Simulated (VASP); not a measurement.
# Ti (P6_3/mmc) in VASP: further runs

Ti is run at these levels: PBE; tasks: single point.

All numbers are computed with VASP 6.6.1; they aren't measurements. Logs are shortened: lines on timing, memory, paths and dates and some standing lists are left out, and cuts for length are marked.

### Step 1. The cell of the first run

It takes space group P6_3/mmc (No. 194, hexagonal). The conventional cell has a = 2.950 Å, b = 2.950 Å, c = 4.680 Å, α = 90.00°, β = 90.00°, γ = 120.00°. Ti (site symmetry -6m2) has 12 Ti at 2.89 to 2.95 Å within 3.8 Å.

### Step 2. Single point, PBE

File INCAR:

```
ALGO = Normal ; EDIFF = 1E-6
ENCUT = 520 ; GGA = PE
ISIF = 2 ; ISMEAR = -1
LASPH = True ; LCHARG = False
LREAL = False ; LWAVE = False
NBANDS = 19 ; NELM = 60
PREC = Accurate ; SIGMA = 0.3
```

File KPOINTS:

```
k-points
0
Gamma
  13 13 7
```

File POSCAR:

```
Ti
1.0
    2.9500000000      0.0000000000      0.0000000000
   -1.4750000000      2.5547749400      0.0000000000
    0.0000000000      0.0000000000      4.6800000000
Ti
2
Direct
    0.3333333333      0.6666666667      0.2500000000
    0.6666666667      0.3333333333      0.7500000000
```

Potentials or basis: VASP PAW PBE potentials, release 64 (Ti_sv).

Command:

```bash
> cat potpaw_PBE.64/Ti_sv/POTCAR > POTCAR
> mpirun -np 1 vasp_std > vasp.out
```

OUTCAR:

```text
EDIFF = 1E-6
   ENCUT = 520
   GGA = PE
   ISIF = 2
   ISMEAR = -1
   LASPH = True
   LREAL = False
   NELM = 60
   PREC = Accurate

 ion  position               nearest neighbor table
   1  0.333  0.667  0.250-   2 2.89   2 2.89   2 2.89   2 2.89   2 2.89   2 2.89
   2  0.667  0.333  0.750-   1 2.89   1 2.89   1 2.89   1 2.89   1 2.89   1 2.89

  LATTYP: Found a hexagonal cell.
 ALAT       =     2.9500000000
 C/A-ratio  =     1.5864406780

  Lattice vectors:

 A1 = (   2.9500000000,   0.0000000000,   0.0000000000)
 A2 = (  -1.4750000000,   2.5547749400,   0.0000000000)
 A3 = (   0.0000000000,   0.0000000000,   4.6800000000)

Analysis of symmetry for initial positions (statically):
=====================================================================
 Subroutine PRICEL returns:
 Original cell was already a primitive cell.

 Routine SETGRP: Setting up the symmetry group for a
 hexagonal supercell.

 Subroutine GETGRP returns: Found 24 space group operations
 (whereof 12 operations were pure point group operations)
 out of a pool of 24 trial point group operations.

The static configuration has the point symmetry D_3d.
 The point group associated with its full space group is D_6h.

Analysis of symmetry for dynamics (positions and initial velocities):
=====================================================================
 Subroutine PRICEL returns:
 Original cell was already a primitive cell.

 Routine SETGRP: Setting up the symmetry group for a
 hexagonal supercell.

 Subroutine GETGRP returns: Found 24 space group operations
 (whereof 12 operations were pure point group operations)
 out of a pool of 24 trial point group operations.

The dynamic configuration has the point symmetry D_3d.
 The point group associated with its full space group is D_6h.

 Subroutine INISYM returns: Found 24 space group operations
 (whereof 12 operations are pure point group operations),
 and found     1 'primitive' translations

----------------------------------------------------------------------------------------

                                     Primitive cell

  volume of cell :      35.2712

  direct lattice vectors                    reciprocal lattice vectors
     2.950000000  0.000000000  0.000000000     0.338983051  0.195711956  0.000000000
    -1.475000000  2.554774940  0.000000000     0.000000000  0.391423911  0.000000000
     0.000000000  0.000000000  4.680000000     0.000000000  0.000000000  0.213675214

  length of vectors
     2.950000000  2.949999999  4.680000000     0.391423911  0.391423911  0.213675214

  position of ions in fractional coordinates (direct lattice)
     0.333333333  0.666666667  0.250000000
     0.666666667  0.333333333  0.750000000

  ion indices of the primitive-cell ions
   primitive index   ion index
                 1           1
                 2           2

----------------------------------------------------------------------------------------

 KPOINTS: k-points

Automatic generation of k-mesh.
 Grid dimensions read from file:
 generate k-points for:   13   13    7

 Generating k-lattice:

  Cartesian coordinates                     Fractional coordinates (reciprocal lattice)
     0.026075619  0.015054766  0.000000000     0.076923077  0.000000000  0.000000000
     0.000000000  0.030109532  0.000000000     0.000000000  0.076923077  0.000000000
     0.000000000  0.000000000  0.030525031     0.000000000  0.000000000  0.142857143

  Length of vectors
     0.030109532  0.030109532  0.030525031

  Shift w.r.t. Gamma in fractional coordinates (k-lattice)
     0.000000000  0.000000000  0.000000000

 Subroutine IBZKPT returns following result:
 ===========================================

 Found     84 irreducible k-points:

 Following reciprocal coordinates:
            Coordinates               Weight
  0.000000  0.000000  0.000000      1.000000
  0.076923  0.000000  0.000000      6.000000
  0.153846  0.000000  0.000000      6.000000
  0.230769 -0.000000  0.000000      6.000000
  0.307692  0.000000  0.000000      6.000000
  0.384615 -0.000000  0.000000      6.000000
[... 16 lines left out ...]
  0.076923  0.000000  0.142857     12.000000
  0.153846  0.000000  0.142857     12.000000
 [... further k-points ...]
   k-points           NKPTS =     84   k-points in BZ     NKDIM =     84   number of bands    NBANDS=     19
   number of dos      NEDOS =    301   number of ions     NIONS =      2
   total plane-waves  NPLWV =  20736
   dimension x,y,z NGX =    24 NGY =   24 NGZ =   36
   dimension x,y,z NGXF=    48 NGYF=   48 NGZF=   72
   ions per type =               2
   NGX,Y,Z   is equivalent  to a cutoff of  13.53, 13.53, 12.79 a.u.
   NGXF,Y,Z  is equivalent  to a cutoff of  27.05, 27.05, 25.58 a.u.
 SYSTEM =  unknown system
   PREC   = accura    normal or accurate (medium, high low for compatibility)
   ISTART =      0    job   : 0-new  1-cont  2-samecut
   ICHARG =      2    charge: 1-file 2-atom 10-const
   ISPIN  =      1    spin polarized calculation?
   LNONCOLLINEAR =      F non collinear calculations
   LSORBIT =      F    spin-orbit coupling
   LASPH  =      T    aspherical Exc in radial PAW
   ENCUT  =  520.0 eV  38.22 Ry    6.18 a.u.   5.49  5.49  8.70*2*pi/ulx,y,z
   NELM   =     60;   NELMIN=  2; NELMDL= -5     # of ELM steps
   EDIFF  = 0.1E-05   stopping-criterion for ELM
   LREAL  =      F    real-space projection
   EDIFFG = 0.1E-04   stopping-criterion for IOM
   NSW    =      0    number of steps for IOM
   IBRION =     -1    ionic relax: 0-MD 1-quasi-New 2-CG
   NFREE  =      0    steps in history (QN), initial steepest desc. (CG)
   ISIF   =      2    stress and relaxation
   ISYM   =      2    0-nonsym 1-usesym 2-fastsym
   POTIM  = 0.5000    time-step for ionic-motion
   TEBEG  =    0.0;   TEEND  =   0.0 temperature during run
   PSTRESS=    0.0 pullay stress
   NELECT =      24.0000    total number of electrons
   NUPDOWN=      -1.0000    fix difference up-down
   EMIN   =  10.00;   EMAX   =-10.00  energy-range for DOS
   EFERMI =   0.00;   METHOD = LEGACY
   ISMEAR =    -1;   SIGMA  =   0.30  broadening in eV -4-tet -1-fermi 0-gaus
   EFERMI_NEDOS =   21; number of points for ismear=-14 and -15
   IALGO  =     38    algorithm
   IMIX   =      4    mixing-type and parameters
     AMIX     =   0.40;   BMIX     =  1.00
     AMIX_MAG =   1.60;   BMIX_MAG =  1.00
  volume/ion in A,a.u.               =      17.64       119.01
  Fermi-wavevector in a.u.,A,eV,Ry     =   1.439920  2.721055 28.209912  2.073370
  Thomas-Fermi vector in A             =   2.558722
   LORBIT       =      0    0 simple, 1 ext, 2 COOP (PROOUT), +10 PAW based schemes
   GGA     = PE    functional components
   LHFCALC =     F    Hartree Fock is set to
   AEXX    =    0.0000 exact exchange contribution
   IVDW    =     0    specifies the selected vdW correction
   LEPSILON=     F    determine dielectric tensor
   LRPA    =     F    only Hartree local field effects (RPA)
 non-spin polarized calculation
  energy-cutoff  :      520.00
  volume of cell :       35.27
 maximum number of plane-waves:       975
 NGX is ok and might be reduce to    24
   NGX = 11   NGY = 11   NGZ = 17

 number of electron      24.0000002 magnetization

 Free energy of the ion-electron system (eV)
  ---------------------------------------------------
  ext. energy  EPLUGINS =         0.00000000
  ---------------------------------------------------
  free energy    TOTEN  =       -16.08099588 eV

  energy without entropy =      -15.17502252  energy(sigma->0) =      -15.62800920

 E-fermi :   8.1159     XC(G=0): -11.4189

 val. band max:        8.0796895796   @ k =   0.0769   0.0000   0.4286
 cond. band min:       8.1215162634   @ k =   0.1538   0.0769   0.2857
 fundamental gap:      0.0418266839
 Fermi energy:         8.1159041869

 k-point     1 :       0.0000    0.0000    0.0000
  band No.  band energies     occupation
      1     -48.6238      2.00000
      2     -48.4956      2.00000
      3     -25.1708      2.00000
      4     -24.6010      2.00000
      5     -24.6010      2.00000
      6     -24.5053      2.00000
[... 11 lines left out ...]
     18       9.8472      0.00621
     19      11.3452      0.00004

 k-point     2 :       0.0769    0.0000    0.0000
  band No.  band energies     occupation
      1     -48.6183      2.00000
      2     -48.4934      2.00000
      3     -25.1583      2.00000
      4     -24.6264      2.00000
      5     -24.6095      2.00000
      6     -24.5318      2.00000
[... 11 lines left out ...]
     18       9.7566      0.00840
     19      11.3933      0.00004

 k-point     3 :       0.1538    0.0000    0.0000
  band No.  band energies     occupation
      1     -48.6027      2.00000
      2     -48.4875      2.00000
      3     -25.1226      2.00000
      4     -24.6975      2.00000
      5     -24.6324      2.00000
      6     -24.6042      2.00000
[... 11 lines left out ...]
     18       9.8598      0.00596
     19      11.4985      0.00003

 k-point     4 :       0.2308   -0.0000    0.0000
  band No.  band energies     occupation
      1     -48.5800      2.00000
      2     -48.4800      2.00000
      3     -25.0679      2.00000
      4     -24.7986      2.00000
      5     -24.7032      2.00000
      6     -24.6635      2.00000
[... 11 lines left out ...]
     18      10.3032      0.00136
     19      11.6033      0.00002

 k-point     5 :       0.3077    0.0000    0.0000
  band No.  band energies     occupation
      1     -48.5542      2.00000
      2     -48.4736      2.00000
      3     -25.0016      2.00000
      4     -24.9068      2.00000
      5     -24.8047      2.00000
      6     -24.6954      2.00000
[... 11 lines left out ...]
     18      10.8233      0.00024
     19      11.6811      0.00001

 k-point     6 :       0.3846   -0.0000    0.0000
  band No.  band energies     occupation
      1     -48.5305      2.00000
      2     -48.4706      2.00000
      3     -24.9969      2.00000
      4     -24.9344      2.00000
      5     -24.8865      2.00000
      6     -24.7212      2.00000
[... 11 lines left out ...]
     18      11.3430      0.00004
     19      11.7284      0.00001

 k-point     7 :       0.4615   -0.0000    0.0000
  band No.  band energies     occupation
      1     -48.5150      2.00000
      2     -48.4709      2.00000
      3     -25.0477      2.00000
      4     -24.9319      2.00000
      5     -24.8856      2.00000
      6     -24.7356      2.00000
[... 11 lines left out ...]
     18      11.7498      0.00001
     19      12.2378      0.00000

 k-point     8 :       0.0769    0.0769    0.0000
  band No.  band energies     occupation
      1     -48.6078      2.00000
      2     -48.4894      2.00000
      3     -25.1342      2.00000
      4     -24.6701      2.00000
      5     -24.6347      2.00000
      6     -24.5732      2.00000
[... 256 lines left out ...]
 k-point    20 :       0.3846    0.2308    0.0000
  band No.  band energies     occupation
      1     -48.4960      2.00000
      2     -48.4752      2.00000
      3     -24.9940      2.00000
      4     -24.8821      2.00000
      5     -24.8364      2.00000
      6     -24.8177      2.00000
[... 11 lines left out ...]
     18      11.5205      0.00002
     19      13.3359      0.00000

 k-point    21 :       0.3077    0.3077    0.0000
  band No.  band energies     occupation
      1     -48.4903      2.00000
      2     -48.4781      2.00000
      3     -24.9716      2.00000
      4     -24.8798      2.00000
      5     -24.8452      2.00000
      6     -24.7942      2.00000
[... 11 lines left out ...]
     18      11.4849      0.00003
     19      13.6048      0.00000

 k-point    22 :       0.0000    0.0000    0.1429
  band No.  band energies     occupation
      1     -48.6175      2.00000
      2     -48.5020      2.00000
      3     -25.1385      2.00000
      4     -24.5962      2.00000
      5     -24.5962      2.00000
      6     -24.5293      2.00000
[... 11 lines left out ...]
     18      10.0253      0.00344
     19      11.3516      0.00004

 k-point    23 :       0.0769    0.0000    0.1429
  band No.  band energies     occupation
      1     -48.6122      2.00000
      2     -48.4996      2.00000
      3     -25.1277      2.00000
      4     -24.6210      2.00000
      5     -24.6045      2.00000
      6     -24.5564      2.00000
[... 11 lines left out ...]
     18       9.9805      0.00399
     19      11.3905      0.00004

 k-point    24 :       0.1538    0.0000    0.1429
  band No.  band energies     occupation
      1     -48.5971      2.00000
      2     -48.4933      2.00000
      3     -25.0973      2.00000
      4     -24.6896      2.00000
      5     -24.6282      2.00000
      6     -24.6268      2.00000
[... 11 lines left out ...]
     18       9.9951      0.00380
     19      11.4745      0.00003

 [... further k-points ...]
[... 5 lines left out ...]
  --------------------------------------------------------------------------------------
  -------------------------------------------------------------------------------------
  Total        0.0546314      0.0546314      0.2742033      0.0000000      0.0000000      0.0000000
  in kB        2.4816043      2.4816043     12.4555462      0.0000000      0.0000000      0.0000000
  external PRESSURE =       5.8062516 kB  Pullay stress =       0.0000000 kB

 VOLUME and BASIS-vectors are now :
 -----------------------------------------------------------------------------
  energy-cutoff  :      520.00
  volume of cell :       35.27
      direct lattice vectors                 reciprocal lattice vectors
     2.950000000  0.000000000  0.000000000     0.338983051  0.195711956  0.000000000
    -1.475000000  2.554774940  0.000000000     0.000000000  0.391423911  0.000000000
     0.000000000  0.000000000  4.680000000     0.000000000  0.000000000  0.213675214

 POSITION                                       TOTAL-FORCE (eV/Angst)
 -----------------------------------------------------------------------------------
     -0.00000      1.70318      1.17000         0.000000      0.000000      0.000000
      1.47500      0.85159      3.51000        -0.000000      0.000000      0.000000
 -----------------------------------------------------------------------------------
    total drift:                                0.000000     -0.000000      0.000000

  FREE ENERGIE OF THE ION-ELECTRON SYSTEM (eV)
  ---------------------------------------------------
  free  energy   TOTEN  =       -16.0809958769 eV

  energy  without entropy=      -15.1750225159  energy(sigma->0) =      -15.62800920
```

It took 71 s on 1 thread of Intel Xeon 6975P-C, shared host; peak memory 0.18 GiB.

Results:

* Free energy: -16.0810 eV
* Pressure: 0.6 GPa
* Band gap on the k mesh: zero (band 12 reaches 8.98 eV, above the bottom of band 13 at 7.90 eV)

Levels at points of the mesh, in eV from the Fermi level:
| k point | band 10 | band 11 | band 12 | band 13 | band 14 | band 15 |
| --- | --- | --- | --- | --- | --- | --- |
| (0.00, 0.00, 0.00) | -2.57 | 0.79 | 0.86 | 0.86 | 1.00 | 1.35 |

(Part 1 of 2 ends here.)
